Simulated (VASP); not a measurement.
# TiTe2 (P-3m1) in VASP: further runs, part 2 of 2

VASP 6.6.1. Earlier steps stand in the parts before.

**4. Single point, BLYP+D3(BJ) (volume scaled by 1.02)**

INCAR

```
SYSTEM = TiTe2
AGGAC    = 1.0          
AGGAX    = 1.0          
ALDAC    = 0.0          
ALDAX    = 1.0          
ALGO     = Normal         ! electronic algorithm
EDIFF    = 1E-6           ! SCF threshold, eV
ENCUT    = 520            ! plane-wave cutoff, eV
GGA      = B5             ! functional
ISIF     = 2              ! what is computed and relaxed
ISMEAR   = 0              ! smearing method
IVDW     = 12             ! dispersion correction
LASPH    = .True.         ! aspherical terms in the spheres
LCHARG   = .False.        ! write CHGCAR
LREAL    = .False.        ! projectors in reciprocal space
LWAVE    = .False.        ! write WAVECAR
NBANDS   = 19             ! bands
NELM     = 100            ! most SCF steps
PREC     = Accurate       ! precision mode
SIGMA    = 0.05           ! smearing width, eV
VDW_A1   = 0.4298       
VDW_A2   = 4.2359       
VDW_S6   = 1.0          
VDW_S8   = 2.6996
```

KPOINTS

```
k-points
0
Gamma
  8 8 4
  0 0 0
```

POSCAR

```
TiTe2
1.0
    3.7698613534      0.0000000000      0.0000000000
   -1.8849306767      3.2647957008      0.0000000000
    0.0000000000      0.0000000000      6.3338010839
Ti Te
1 2
Direct
    0.0000000000      0.0000000000      0.0000000000
    0.3333333333      0.6666666667      0.2682385710
    0.6666666667      0.3333333333      0.7317614290
```

Potentials or basis: VASP PAW PBE potentials, release 64 (Ti_sv, Te).

The run is started by

```bash
$ cat potpaw_PBE.64/Ti_sv/POTCAR potpaw_PBE.64/Te/POTCAR > POTCAR
$ mpirun -np 1 vasp_std > vasp.out
```

OUTCAR:

```text
SYSTEM = TiTe2
   EDIFF = 1E-6
   ENCUT = 520
   GGA = B5
   ISIF = 2
   ISMEAR = 0
   IVDW = 12
   LASPH = .True.
   LREAL = .False.
   NELM = 100
   PREC = Accurate
 IVDW          = 12

 ion  position               nearest neighbor table
   1  0.000  0.000  0.000-   2 2.76   3 2.76   3 2.76   2 2.76   3 2.76   2 2.76
   2  0.333  0.667  0.268-   1 2.76   1 2.76   1 2.76   3 3.65   3 3.65   3 3.65
   3  0.667  0.333  0.732-   1 2.76   1 2.76   1 2.76   2 3.65   2 3.65   2 3.65

  LATTYP: Found a hexagonal cell.
 ALAT       =     3.7698613534
 C/A-ratio  =     1.6801151263

  Lattice vectors:

 A1 = (   3.7698613534,   0.0000000000,   0.0000000000)
 A2 = (  -1.8849306767,   3.2647957008,   0.0000000000)
 A3 = (   0.0000000000,   0.0000000000,   6.3338010839)

Analysis of symmetry for initial positions (statically):
=====================================================================
 Subroutine PRICEL returns:
 Original cell was already a primitive cell.

 Routine SETGRP: Setting up the symmetry group for a
 hexagonal supercell.

 Subroutine GETGRP returns: Found 12 space group operations
 (whereof 12 operations were pure point group operations)
 out of a pool of 24 trial point group operations.

The static configuration has the point symmetry D_3d.

Analysis of symmetry for dynamics (positions and initial velocities):
=====================================================================
 Subroutine PRICEL returns:
 Original cell was already a primitive cell.

 Routine SETGRP: Setting up the symmetry group for a
 hexagonal supercell.

 Subroutine GETGRP returns: Found 12 space group operations
 (whereof 12 operations were pure point group operations)
 out of a pool of 24 trial point group operations.

The dynamic configuration has the point symmetry D_3d.

 Subroutine INISYM returns: Found 12 space group operations
 (whereof 12 operations are pure point group operations),
[... 114 lines left out ...]
   EFERMI_NEDOS =   21; number of points for ismear=-14 and -15
   IALGO  =     38    algorithm
   IMIX   =      4    mixing-type and parameters
     AMIX     =   0.40;   BMIX     =  1.00
     AMIX_MAG =   1.60;   BMIX_MAG =  1.00
  volume/ion in A,a.u.               =      25.99       175.36
  Fermi-wavevector in a.u.,A,eV,Ry     =   1.105427  2.088954 16.625888  1.221968
  Thomas-Fermi vector in A             =   2.241914
   LORBIT       =      0    0 simple, 1 ext, 2 COOP (PROOUT), +10 PAW based schemes
   GGA     = B5    functional components
   LHFCALC =     F    Hartree Fock is set to
   AEXX    =    0.0000 exact exchange contribution
   IVDW    =    12    specifies the selected vdW correction
   LEPSILON=     F    determine dielectric tensor
   LRPA    =     F    only Hartree local field effects (RPA)
 non-spin polarized calculation
 Gauss-broadening in eV      SIGMA  =   0.05
  energy-cutoff  :      520.00
  volume of cell :       77.96
 maximum number of plane-waves:      2110
   NGX = 13   NGY = 13   NGZ = 23

 number of electron      23.9999991 magnetization

 Free energy of the ion-electron system (eV)
  ---------------------------------------------------
  ext. energy  EPLUGINS =         0.00000000
  ---------------------------------------------------
  free energy    TOTEN  =       -13.78921918 eV

  energy without entropy =      -13.78737256  energy(sigma->0) =      -13.78829587

 E-fermi :   7.6180     XC(G=0):  -9.3832

 val. band max:        7.6074719411   @ k =   0.3750   0.0000   0.5000
 cond. band min:       7.6183302950   @ k =   0.5000   0.0000   0.2500
 fundamental gap:      0.0108583539
 Fermi energy:         7.6180301931

 k-point     1 :       0.0000    0.0000    0.0000
  band No.  band energies     occupation
      1     -49.6255      2.00000
      2     -26.0462      2.00000
      3     -26.0462      2.00000
      4     -26.0114      2.00000
      5      -4.8965      2.00000
      6      -3.2448      2.00000
[... 505 lines left out ...]
      6      -2.8150      2.00000
[... 11 lines left out ...]
     18      13.1211      0.00000
     19      13.9580      0.00000

 [... further k-points ...]

------------------------ aborting loop because EDIFF is reached ----------------------------------------

 Edisp (eV)   -3.57346

 E8    (eV) :    -2.7031

  FORCE on cell =-STRESS in cart. coord.  units (eV):
  Direction    XX          YY          ZZ          XY          YZ          ZX
  --------------------------------------------------------------------------------------
  -------------------------------------------------------------------------------------
  Total      -0.33904    -0.33904    -0.32853     0.00000     0.00000    -0.00000
  in kB      -6.96814    -6.96814    -6.75209     0.00000     0.00000    -0.00000
  external pressure =       -6.90 kB  Pullay stress =        0.00 kB

 VOLUME and BASIS-vectors are now :
 -----------------------------------------------------------------------------
  energy-cutoff  :      520.00
  volume of cell :       77.96
      direct lattice vectors                 reciprocal lattice vectors
     3.769861353  0.000000000  0.000000000     0.265261745  0.153148940  0.000000000
    -1.884930677  3.264795701  0.000000000     0.000000000  0.306297879  0.000000000
     0.000000000  0.000000000  6.333801084     0.000000000  0.000000000  0.157883076

 POSITION                                       TOTAL-FORCE (eV/Angst)
 -----------------------------------------------------------------------------------
      0.00000      0.00000      0.00000         0.000000      0.000000      0.000000
     -0.00000      2.17653      1.69897         0.000000      0.000000      0.036422
      1.88493      1.08827      4.63483        -0.000000      0.000000     -0.036422
 -----------------------------------------------------------------------------------
    total drift:                                0.000000     -0.000000     -0.000000

  FREE ENERGIE OF THE ION-ELECTRON SYSTEM (eV)
  ---------------------------------------------------
  free  energy   TOTEN  =       -17.3626792865 eV

  energy  without entropy=      -17.3608326718  energy(sigma->0) =      -17.36175598
```

stdout:

```text
POSCAR found type information on POSCAR TiTe
 POSCAR found :  2 types and       3 ions
 scaLAPACK will be used
 -----------------------------------------------------------------------------
|                                                                             |
|                                                                             |
|     You enforced a specific xc type in the INCAR file but a different       |
|     I HOPE YOU KNOW WHAT YOU ARE DOING!                                     |
|                                                                             |
 -----------------------------------------------------------------------------

 LDA part: xc-table for (Slater(with rela. corr.)+VWN5), standard interpolation
 POSCAR, INCAR and KPOINTS ok, starting setup
 FFT: planning ... GRIDC
 FFT: planning ... GRID_SOFT
 FFT: planning ... GRID
 WAVECAR not read
 entering main loop
```

It took 55 s on 1 thread of AMD EPYC 9R45 (Zen 5), shared host; peak memory 0.19 GiB.

Results:

```
Free energy                : -17.3627 eV
Pressure                   : -0.7 GPa
Largest force              : 0.036 eV/Å
Band gap on the k mesh     : zero (band 12 reaches 8.00 eV, above the bottom of band 13 at 7.39 eV)
Dispersion energy per atom : -1.191 eV
```

Forces on the atoms (eV/Å):
```
Ti   0.000  0.000  0.000
Te   0.000  0.000  0.036
Te   0.000  0.000 -0.036
```

Caveat: the PAW data sets were made with another functional, which shifts forces and pressure a little; spin-orbit coupling is left out, which moves the levels of the heavy elements.

**5. Single point, PBE+D3(BJ) (volume scaled by 1.04)**

INCAR

```
SYSTEM = TiTe2
  PREC = Accurate
  ENCUT = 520
  EDIFF = 1E-6
  ISMEAR = 0
  SIGMA = 0.05
  LREAL = .FALSE.
  LASPH = .TRUE.
  NELM = 100
  ALGO = Normal
  ISIF = 2
  LWAVE = .FALSE.
  LCHARG = .FALSE.
  GGA = PE
  IVDW = 12
  NBANDS = 19
```

KPOINTS

```
Automatic mesh
0
G
  8 8 4
  0 0 0
```

POSCAR

```
TiTe2
1.0
    3.7436374258      0.0000000000      0.0000000000
   -1.8718187129      3.2420851133      0.0000000000
    0.0000000000      0.0000000000      6.4667861203
Ti Te
1 2
Direct
    0.0000000000      0.0000000000      0.0000000000
    0.3333333333      0.6666666667      0.2660358753
    0.6666666667      0.3333333333      0.7339641247
```

Potentials or basis: VASP PAW PBE potentials, release 64 (Ti_sv, Te).

The run is started by

```bash
$ cat potpaw_PBE.64/Ti_sv/POTCAR potpaw_PBE.64/Te/POTCAR > POTCAR
$ mpirun -np 1 vasp_std > vasp.out
```

OUTCAR:

```text
SYSTEM = TiTe2
   PREC = Accurate
   ENCUT = 520
   EDIFF = 1E-6
   ISMEAR = 0
   LREAL = .FALSE.
   LASPH = .TRUE.
   NELM = 100
   ISIF = 2
   GGA = PE
   IVDW = 12
 IVDW          = 12

 ion  position               nearest neighbor table
   1  0.000  0.000  0.000-   2 2.76   3 2.76   2 2.76   3 2.76   3 2.76   2 2.76
   2  0.333  0.667  0.266-   1 2.76   1 2.76   1 2.76
   3  0.667  0.333  0.734-   1 2.76   1 2.76   1 2.76

  LATTYP: Found a hexagonal cell.
 ALAT       =     3.7436374258
 C/A-ratio  =     1.7274071671

  Lattice vectors:

 A1 = (   3.7436374258,   0.0000000000,   0.0000000000)
 A2 = (  -1.8718187129,   3.2420851133,   0.0000000000)
 A3 = (   0.0000000000,   0.0000000000,   6.4667861203)

Analysis of symmetry for initial positions (statically):
=====================================================================
 Subroutine PRICEL returns:
 Original cell was already a primitive cell.

 Routine SETGRP: Setting up the symmetry group for a
 hexagonal supercell.

 Subroutine GETGRP returns: Found 12 space group operations
 (whereof 12 operations were pure point group operations)
 out of a pool of 24 trial point group operations.

The static configuration has the point symmetry D_3d.
[... 164 lines left out ...]

 val. band max:        7.0765609433   @ k =   0.1250   0.0000   0.0000
 cond. band min:       7.0948974585   @ k =   0.5000   0.0000   0.0000
 fundamental gap:      0.0183365152
 Fermi energy:         7.0837727354

 k-point     1 :       0.0000    0.0000    0.0000
  band No.  band energies     occupation
      1     -50.3414      2.00000
      2     -26.5989      2.00000
      3     -26.5989      2.00000
      4     -26.5677      2.00000
      5      -5.4269      2.00000
      6      -3.8679      2.00000
[... 505 lines left out ...]
      6      -3.3033      2.00000
[... 11 lines left out ...]
     18      12.3574      0.00000
     19      13.1285      0.00000

 [... further k-points ...]

------------------------ aborting loop because EDIFF is reached ----------------------------------------

 Edisp (eV)   -1.50856

 E8    (eV) :    -0.6993

  FORCE on cell =-STRESS in cart. coord.  units (eV):
  Direction    XX          YY          ZZ          XY          YZ          ZX
  --------------------------------------------------------------------------------------
  -------------------------------------------------------------------------------------
  Total      -0.69771    -0.69771    -0.69038    -0.00000     0.00000     0.00000
  in kB     -14.24217   -14.24217   -14.09265    -0.00000     0.00000     0.00000
  external pressure =      -14.19 kB  Pullay stress =        0.00 kB

 VOLUME and BASIS-vectors are now :
 -----------------------------------------------------------------------------
  energy-cutoff  :      520.00
  volume of cell :       78.49
      direct lattice vectors                 reciprocal lattice vectors
     3.743637426  0.000000000  0.000000000     0.267119885  0.154221738  0.000000000
    -1.871818713  3.242085113  0.000000000     0.000000000  0.308443475  0.000000000
     0.000000000  0.000000000  6.466786120     0.000000000  0.000000000  0.154636319

 POSITION                                       TOTAL-FORCE (eV/Angst)
 -----------------------------------------------------------------------------------
      0.00000      0.00000      0.00000        -0.000000      0.000000      0.000000
     -0.00000      2.16139      1.72040         0.000000      0.000000      0.006953
      1.87182      1.08070      4.74639        -0.000000     -0.000000     -0.006953
 -----------------------------------------------------------------------------------
    total drift:                                0.000000      0.000000      0.000000

  FREE ENERGIE OF THE ION-ELECTRON SYSTEM (eV)
  ---------------------------------------------------
  free  energy   TOTEN  =       -17.7052973261 eV

  energy  without entropy=      -17.7033292366  energy(sigma->0) =      -17.70431328
```

stdout:

```text
POSCAR found type information on POSCAR TiTe
 POSCAR found :  2 types and       3 ions
 scaLAPACK will be used
 LDA part: xc-table for (Slater+PW92), standard interpolation
 POSCAR, INCAR and KPOINTS ok, starting setup
 FFT: planning ... GRIDC
 FFT: planning ... GRID_SOFT
 FFT: planning ... GRID
 WAVECAR not read
 entering main loop
```

Wall time 33 s (1 thread of AMD EPYC 9R45 (Zen 5), shared host); peak memory 0.19 GiB.

What came out:

```yaml
Free_energy: -17.7053 eV
Pressure: -1.4 GPa
Largest_force: 0.007 eV/Å
Band_gap_on_the_k_mesh: zero (band 12 reaches 7.52 eV, above the bottom of band 13 at 6.78 eV)
Dispersion_energy_per_atom: -0.503 eV
```

Forces in eV/Å, atoms in the order of the input:
```
Ti   0.000  0.000  0.000
Te   0.000  0.000  0.007
Te   0.000  0.000 -0.007
```

Levels at points of the mesh, in eV from the Fermi level:
```csv
k point,band 8,band 9,band 10,band 11,band 12,band 13,band 14,band 15,band 16,band 17
"(0.00, 0.00, 0.00)",-1.62,-1.62,0.32,0.43,0.43,0.62,1.18,1.18,3.10,3.10
"(0.50, 0.00, 0.00)",-3.76,-2.78,-2.43,-1.72,-1.11,0.01,1.22,1.56,2.42,3.42
"(0.00, 0.00, 0.50)",-2.78,-1.54,-1.54,0.42,0.42,0.83,0.83,1.06,3.57,3.57
"(0.50, 0.00, 0.50)",-4.66,-2.46,-2.02,-0.95,-0.53,-0.30,1.22,1.54,2.62,3.58
```

Caveat: spin-orbit coupling is left out, which moves the levels of the heavy elements.

**6. Summary**

```tsv
level	cell	gap on the mesh (eV)	pressure (GPa)	largest force (eV/Å)
BLYP+D3(BJ)	a = 3.748, b = 3.748, c = 6.282 Å, angles 90.0, 90.0, 120.0°, 3 atoms	none	0.2	0.04
PBE+D3(BJ)	a = 3.725, b = 3.725, c = 6.407 Å, angles 90.0, 90.0, 120.0°, 3 atoms	none	-0.8	0.01
BLYP+D3(BJ)	a = 3.770, b = 3.770, c = 6.334 Å, angles 90.0, 90.0, 120.0°, 3 atoms	none	-0.7	0.04
PBE+D3(BJ)	a = 3.744, b = 3.744, c = 6.467 Å, angles 90.0, 90.0, 120.0°, 3 atoms	none	-1.4	0.01
```

Alike in all rows: task single point; potentials or basis VASP PAW PBE potentials, release 64 (Ti_sv, Te); no spin polarisation; k mesh 8 × 8 × 4; cutoff (eV) 520; smearing gaussian 0.05 eV.

Caveats: spin-orbit coupling is left out, which moves the levels of the heavy elements; the PAW data sets were made with another functional, which shifts forces and pressure a little (some runs).

Total energies depend on the potentials used, so only differences within one code and one set of settings carry meaning.
